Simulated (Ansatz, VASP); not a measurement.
**BAs in VASP and in Ansatz**

File POSCAR:

```
BAs
1.0
    0.0000000000      2.1974200000      2.2929600000
    2.1974200000      0.0000000000      2.2929600000
    2.1974200000      2.1974200000      0.0000000000
B As
1 1
Direct
    0.0000000000      0.0000000000      0.0000000000
    0.7500000000      0.7500000000      0.7500000000
```

INCAR.step1

```
PREC     = Accurate       # precision mode
ENCUT    = 520            # plane-wave cutoff, eV
ISMEAR   = 0              # smearing method
SIGMA    = 0.05           # smearing width, eV
LREAL    = False          # projectors in reciprocal space
LASPH    = True           # aspherical terms in the spheres
NELM     = 100            # most SCF steps
NBANDS   = 11             # bands
GGA      = PE             # functional
ALGO     = Normal         # electronic algorithm
EDIFF    = 1E-4           # SCF threshold, eV
LWAVE    = True           # write WAVECAR
LCHARG   = False          # write CHGCAR
```

INCAR.step2

```
PREC     = Accurate       # precision mode
ENCUT    = 520            # plane-wave cutoff, eV
EDIFF    = 1E-7           # SCF threshold, eV
ISMEAR   = 0              # smearing method
SIGMA    = 0.05           # smearing width, eV
LREAL    = False          # projectors in reciprocal space
LASPH    = True           # aspherical terms in the spheres
NELM     = 100            # most SCF steps
ALGO     = Normal         # electronic algorithm
ISIF     = 2              # what is computed and relaxed
LWAVE    = False          # write WAVECAR
LCHARG   = False          # write CHGCAR
METAGGA  = R2SCAN         # meta-GGA
LMIXTAU  = True         
NBANDS   = 11             # bands
ISTART   = 1
```

File KPOINTS:

```
regular mesh
0
Gamma
  10 10 10
```

Input for Ansatz:

```yaml
crystal:
  lattice:
    - [0.0, 2.19742, 2.29296]
    - [2.19742, 0.0, 2.29296]
    - [2.19742, 2.19742, 0.0]
  atoms:
    - { symbol: B, position: [0.0, 0.0, 0.0] }
    - { symbol: As, position: [0.75, 0.75, 0.75] }
basis:
  ecutwfc: 500
kpoints:
  mp_grid: { grid: [10, 10, 10] }
hamiltonian:
  xc: r2scan
scf:
  occupations: { method: gaussian, width: 0.05 }
output:
  forces: true
  stress: true
  eigenvalues: true
```

Change from the starting cell: strain -0.080 along x and y, -0.040 along z, atoms carried along.

Alike in both runs: task single point; functional r2SCAN; k mesh 10 × 10 × 10; occupations gaussian, width 0.05 eV; no spin polarisation.

|  | VASP | Ansatz |
| --- | --- | --- |
| version | VASP 6.6.1 | Ansatz 0.2.0 |
| potentials or method | VASP PAW PBE potentials, release 64 (B, As), cutoff 520 eV | scalar-relativistic, plane waves, PAW |
| valence electrons in the cell | 8 | 18 |

|  | VASP | Ansatz | Ansatz less VASP |
| --- | --- | --- | --- |
| gap on the k mesh at the Fermi level (eV) | 0.74 | 0.75 | +0.010 |
| least direct gap on the mesh (eV) | 3.47 | 3.47 | -0.003 |
| pressure (GPa) | 46.6 | 45.5 | -1.18 |
| traceless stress, the component that is largest in VASP (GPa) | -7.94 | -8.00 | -0.057 |

VASP's potentials were made for PBE, not for r2SCAN. Both programs put the cell under a high pressure, so it lies far from rest at this level. VASP's potentials hold 8 valence electrons a cell and Ansatz's 18, so a difference there can come from the potentials and not from the codes.
